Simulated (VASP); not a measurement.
# InSb (F-43m) in VASP: further runs, part 2 of 2

VASP 6.6.1. Earlier steps stand in the parts before.

## Step 4: Vibrations by perturbation theory, PBEsol (35.17 Å³/atom)

This run uses another cell than the first one, of 35.17 Å³/atom.

INCAR

```
SYSTEM = InSb
  PREC = Accurate
  ENCUT = 520
  EDIFF = 1E-8
  ISMEAR = -1
  SIGMA = 0.1
  LREAL = .FALSE.
  LASPH = .TRUE.
  NELM = 100
  ALGO = Normal
  ISIF = 2
  LWAVE = .FALSE.
  LCHARG = .TRUE.
  GGA = PS
  IBRION = 8
  NSW = 1
```

KPOINTS

```
regular mesh
0
G
  10 10 10
  0 0 0
```

POSCAR

```
InSb
1.0
    0.0000000000      3.2764093656      3.2764093656
    3.2764093656      0.0000000000      3.2764093656
    3.2764093656      3.2764093656      0.0000000000
In Sb
1 1
Direct
    0.0000000000      0.0000000000      0.0000000000
    0.7500000000      0.7500000000      0.7500000000
```

Potentials or basis: VASP PAW PBE potentials, release 64 (In_d, Sb).

The run is started by

```sh
> cat potpaw_PBE.64/In_d/POTCAR potpaw_PBE.64/Sb/POTCAR > POTCAR
> mpirun -np 1 vasp_std > vasp.out
```

OUTCAR:

```text
SYSTEM = InSb
   PREC = Accurate
   ENCUT = 520
   EDIFF = 1E-8
   ISMEAR = -1
   LREAL = .FALSE.
   LASPH = .TRUE.
   NELM = 100
   ISIF = 2
   GGA = PS
   IBRION = 8
   NSW = 1

 ion  position               nearest neighbor table
   1  0.000  0.000  0.000-   2 2.84   2 2.84   2 2.84   2 2.84
   2  0.750  0.750  0.750-   1 2.84   1 2.84   1 2.84   1 2.84

  LATTYP: Found a face centered cubic cell.
 ALAT       =     6.5528187312

  Lattice vectors:

[... 638 lines left out ...]
               1X          1Y          1Z          2X          2Y          2Z
  1X    -6.261376    0.000000    0.000000    6.261376    0.000000    0.000000
  1Y     0.000000   -6.261376    0.000000    0.000000    6.261376    0.000000
  1Z     0.000000    0.000000   -6.261376    0.000000    0.000000    6.261376
  2X     6.264217    0.000000    0.000000   -6.264217    0.000000    0.000000
  2Y     0.000000    6.264217    0.000000    0.000000   -6.264217    0.000000
  2Z     0.000000    0.000000    6.264217    0.000000    0.000000   -6.264217

 Eigenvectors and eigenvalues of the dynamical matrix
 ----------------------------------------------------

   1 f  =    5.089440 THz    31.977896 2PiTHz  169.765452 cm-1    21.048224 meV
             X         Y         Z           dx          dy          dz
      0.000000  0.000000  0.000000     0.000000    0.717310    0.000000
      4.914614  4.914614  4.914614     0.000000   -0.696754    0.000000
[... 21 lines left out ...]
   6 f/i=    0.000577 THz     0.003624 2PiTHz    0.019240 cm-1     0.002385 meV
             X         Y         Z           dx          dy          dz
      0.000000  0.000000  0.000000     0.000000    0.000000   -0.696754
      4.914614  4.914614  4.914614     0.000000    0.000000   -0.717310

--------------------------------------------------------------------------------------------------------

 ELASTIC MODULI CONTR FROM IONIC RELAXATION (kBar)
 Direction    XX          YY          ZZ          XY          YZ          ZX
 --------------------------------------------------------------------------------
 XX          -0.0000     -0.0000      0.0000     -0.0000      0.0000      0.0000
 YY          -0.0000     -0.0000     -0.0000     -0.0000     -0.0000      0.0000
 ZZ           0.0000     -0.0000     -0.0000      0.0000     -0.0000      0.0000
 XY          -0.0000     -0.0000      0.0000   -150.1889      0.0000      0.0000
 YZ           0.0000     -0.0000     -0.0000      0.0000   -150.1889      0.0000
 ZX           0.0000      0.0000      0.0000      0.0000      0.0000   -150.1889
 --------------------------------------------------------------------------------
```

Run time: 4.6 min. Hardware: 1 thread of Intel Xeon Platinum 8559C (Emerald Rapids), shared host; peak memory 0.51 GiB.

What came out:

| Item | Value |
| --- | --- |
| Highest phonon frequency at Γ, LO-TO splitting left out | 170 cm⁻¹ |

Phonon frequencies in cm⁻¹ (negative: imaginary):
```
              q point        frequencies
(0.000, 0.000, 0.000)  0 0 0 170 170 170
```

Caveat: the PAW data sets were made with another functional, which shifts forces and pressure a little; spin-orbit coupling is left out, which moves the levels of the heavy elements.

## Step 5: Vibrations by perturbation theory, PBEsol (35.17 Å³/atom)

This run uses another cell than the first one, of 35.17 Å³/atom.

INCAR

```
SYSTEM = InSb
PREC = Accurate
ENCUT = 520
EDIFF = 1E-8
ISMEAR = -1
SIGMA = 0.1
LREAL = .False.
LASPH = .True.
NELM = 100
ALGO = Normal
ISIF = 2
LWAVE = .False.
LCHARG = .False.
GGA = PS
NBANDS = 16
IBRION = 8
NSW = 1
```

KPOINTS

```
Automatic mesh
0
Gamma
  10 10 10
  0 0 0
```

POSCAR

```
InSb
1.0
    0.0000000000      3.2764093646      3.2764093646
    3.2764093646      0.0000000000      3.2764093646
    3.2764093646      3.2764093646      0.0000000000
In Sb
1 1
Direct
    0.0000000000      0.0000000000      0.0000000000
    0.7500000000      0.7500000000      0.7500000000
```

Potentials or basis: VASP PAW PBE potentials, release 64 (In_d, Sb).

The run is started by

```sh
> cat potpaw_PBE.64/In_d/POTCAR potpaw_PBE.64/Sb/POTCAR > POTCAR
> mpirun -np 1 vasp_std > vasp.out
```

OUTCAR:

```text
SYSTEM = InSb
   PREC = Accurate
   ENCUT = 520
   EDIFF = 1E-8
   ISMEAR = -1
   LREAL = .False.
   LASPH = .True.
   NELM = 100
   ISIF = 2
   GGA = PS
   IBRION = 8
   NSW = 1

 ion  position               nearest neighbor table
   1  0.000  0.000  0.000-   2 2.84   2 2.84   2 2.84   2 2.84
   2  0.750  0.750  0.750-   1 2.84   1 2.84   1 2.84   1 2.84

  LATTYP: Found a face centered cubic cell.
 ALAT       =     6.5528187292

  Lattice vectors:

 A1 = (   0.0000000000,   3.2764093646,   3.2764093646)
 A2 = (   3.2764093646,   0.0000000000,   3.2764093646)
 A3 = (   3.2764093646,   3.2764093646,   0.0000000000)

Analysis of symmetry for initial positions (statically):
=====================================================================
 Subroutine PRICEL returns:
 Original cell was already a primitive cell.

 Routine SETGRP: Setting up the symmetry group for a
 face centered cubic supercell.

 Subroutine GETGRP returns: Found 24 space group operations
 (whereof 24 operations were pure point group operations)
 out of a pool of 48 trial point group operations.

The static configuration has the point symmetry T_d .

Analysis of symmetry for dynamics (positions and initial velocities):
=====================================================================
 Subroutine PRICEL returns:
 Original cell was already a primitive cell.

 Routine SETGRP: Setting up the symmetry group for a
 face centered cubic supercell.

 Subroutine GETGRP returns: Found 24 space group operations
[... 639 lines left out ...]
      4.91461      4.91461      4.91461        -0.000000     -0.000000     -0.000000
 -----------------------------------------------------------------------------------
    total drift:                                0.000000      0.000000      0.000000

  FREE ENERGIE OF THE ION-ELECTRON SYSTEM (eV)
  ---------------------------------------------------
  free  energy   TOTEN  =        -7.6986147312 eV

  energy  without entropy=       -7.6964107713  energy(sigma->0) =       -7.69751275

[... ionic steps 2 to 3 ...]

--------------------------------------- Ionic step        4  -------------------------------------------

------------------------ aborting loop because EDIFF is reached ----------------------------------------

[... ionic steps 5 to 6 ...]

--------------------------------------- Ionic step        7  -------------------------------------------

 Free energy of the ion-electron system (eV)
  ---------------------------------------------------
  ---------------------------------------------------
  free energy    TOTEN  =        -0.02706145 eV

  energy without entropy =       -0.02706144

------------------------ aborting loop because EDIFF is reached ----------------------------------------

 INTERNAL STRAIN TENSOR  FOR ION    2  DIRECTION 1   (eV/Angst):
 -----------------------------------------------------------------------------
    -0.00303  0.00000  0.00000
     0.00000  0.00380  6.40034
     0.00000  6.40034  0.00380

 INTERNAL STRAIN TENSOR FOR ION    2 for displacements in x,y,z  (eV/Angst):
          X           Y           Z          XY          YZ          ZX
  --------------------------------------------------------------------------------
  x     0.00000     0.00000     0.00000     0.00000     6.40034     0.00000
  y     0.00000     0.00000     0.00000     0.00000     0.00000     6.40034
  z     0.00000     0.00000     0.00000     6.40034     0.00000     0.00000

 SECOND DERIVATIVES (NOT SYMMETRIZED)
 ------------------------------------
               1X          1Y          1Z          2X          2Y          2Z
  1X    -6.261419    0.000000    0.000000    6.261419    0.000000    0.000000
  1Y     0.000000   -6.261419    0.000000    0.000000    6.261419    0.000000
  1Z     0.000000    0.000000   -6.261419    0.000000    0.000000    6.261419
  2X     6.263878    0.000000    0.000000   -6.263878    0.000000    0.000000
  2Y     0.000000    6.263878    0.000000    0.000000   -6.263878    0.000000
  2Z     0.000000    0.000000    6.263878    0.000000    0.000000   -6.263878

 Eigenvectors and eigenvalues of the dynamical matrix
 ----------------------------------------------------

   1 f  =    5.089382 THz    31.977532 2PiTHz  169.763522 cm-1    21.047985 meV
             X         Y         Z           dx          dy          dz
      0.000000  0.000000  0.000000     0.000000   -0.000000    0.717321
      4.914614  4.914614  4.914614     0.000000    0.000000   -0.696743
[... 21 lines left out ...]
   6 f/i=    0.000499 THz     0.003138 2PiTHz    0.016658 cm-1     0.002065 meV
             X         Y         Z           dx          dy          dz
      0.000000  0.000000  0.000000     0.000000   -0.535745   -0.445454
      4.914614  4.914614  4.914614     0.000000   -0.551567   -0.458610

--------------------------------------------------------------------------------------------------------

 ELASTIC MODULI CONTR FROM IONIC RELAXATION (kBar)
 Direction    XX          YY          ZZ          XY          YZ          ZX
 --------------------------------------------------------------------------------
 XX          -0.0000      0.0000     -0.0000     -0.0000      0.0000     -0.0000
 YY           0.0000     -0.0000     -0.0000     -0.0000     -0.0000      0.0000
 ZZ          -0.0000     -0.0000     -0.0000      0.0000     -0.0000     -0.0000
 XY          -0.0000     -0.0000      0.0000   -150.1835      0.0000      0.0000
 YZ           0.0000     -0.0000     -0.0000      0.0000   -150.1835      0.0000
 ZX          -0.0000      0.0000     -0.0000      0.0000      0.0000   -150.1835
 --------------------------------------------------------------------------------
```

Wall time 5.2 min (1 thread of Intel Xeon Platinum 8559C (Emerald Rapids), shared host); peak memory 0.56 GiB.

Results:

| Property | Result |
| --- | --- |
| Highest phonon frequency at Γ, LO-TO splitting left out | 170 cm⁻¹ |

Phonon frequencies in cm⁻¹ (negative: imaginary):
```tsv
q point	frequencies
(0.000, 0.000, 0.000)	0 0 0 170 170 170
```

Caveat: the PAW data sets were made with another functional, which shifts forces and pressure a little; spin-orbit coupling is left out, which moves the levels of the heavy elements.
